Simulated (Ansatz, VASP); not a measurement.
This is a calculation of TiO2 for VASP 6.6.1.

The input INCAR:

```
PREC     = Accurate       # precision mode
ENCUT    = 520            # plane-wave cutoff, eV
EDIFF    = 1E-6           # SCF threshold, eV
ISMEAR   = -1             # smearing method
SIGMA    = 0.05           # smearing width, eV
LREAL    = False          # projectors in reciprocal space
LASPH    = True           # aspherical terms in the spheres
NELM     = 80             # most SCF steps
ALGO     = Normal         # electronic algorithm
ISIF     = 2              # what is computed and relaxed
LWAVE    = False          # write WAVECAR
LCHARG   = False          # write CHGCAR
GGA      = PE             # functional
NBANDS   = 33             # bands
```

KPOINTS

```
Automatic mesh
0
Gamma
  6 6 5
```

POSCAR

```
TiO2
1.0
    2.7060340000     -2.7066550000      0.0000000000
    2.7060340000      2.7066550000      0.0000000000
   -2.6335310000      0.0000000000      4.8446033700
Ti O
2 4
Direct
    0.8658900000      0.1341100000      0.7500000000
    0.1341100000      0.8658900000      0.2500000000
    0.0887550000      0.3312210000      0.1671490000
    0.9112450000      0.6687790000      0.8328510000
    0.6687790000      0.9112450000      0.3328510000
    0.3312210000      0.0887550000      0.6671490000
```

Potentials or basis: VASP PAW PBE potentials, release 64 (Ti_sv, O).

Launch:

```sh
$ cat potpaw_PBE.64/Ti_sv/POTCAR potpaw_PBE.64/O/POTCAR > POTCAR
$ mpirun -np 1 vasp_std > vasp.out
```

Question: Translate it to Ansatz 0.2.0. Potentials there: Ansatz PAW.

Answer: As run (the cutoff follows the program's own potentials):

The input input.yaml:

```yaml
crystal:
  lattice:
    - [2.706034, -2.706655, 0.0]
    - [2.706034, 2.706655, 0.0]
    - [-2.633531, 0.0, 4.84460337]
  atoms:
    - { symbol: Ti, position: [0.86589, 0.13411, 0.75] }
    - { symbol: Ti, position: [0.13411, 0.86589, 0.25] }
    - { symbol: O, position: [0.088755, 0.331221, 0.167149] }
    - { symbol: O, position: [0.911245, 0.668779, 0.832851] }
    - { symbol: O, position: [0.668779, 0.911245, 0.332851] }
    - { symbol: O, position: [0.331221, 0.088755, 0.667149] }
hamiltonian:
  xc: pbe
  pseudopotentials: { kind: paw }
kpoints:
  mp_grid: { grid: [6, 6, 5] }
scf:
  occupations: { method: fermi_dirac, width: 0.05 }
output:
  forces: true
  stress: true
  eigenvalues: true
```

Potentials or basis: Ansatz PAW.

Run with:

```sh
$ ansatz run input.yaml --threads 2 --pin off --max-ram 5632MiB --backend cpu --events-out ev --progress --plain --runs-dir out
```

Both were run:

|  | VASP | Ansatz | Ansatz less VASP |
| --- | --- | --- | --- |
| gap on the k mesh at the Fermi level (eV) | 2.03 | 2.06 | +0.023 |
| least direct gap on the mesh (eV) | 2.38 | 2.40 | +0.021 |
| pressure (GPa) | -3.0 | -3.6 | -0.61 |
| traceless stress, the component that is largest in VASP (GPa) | -0.99 | -0.98 | +0.003 |
| rms of the force components (eV/Å) | 0.124 | 0.132 | +0.0078 |

Atom by atom the forces differ by 0.011 eV/Å (rms over components).

Noted on Ansatz's run: odd divisions of the mesh miss points on the zone boundary, where band edges often lie, so the gap on the mesh can be too wide.
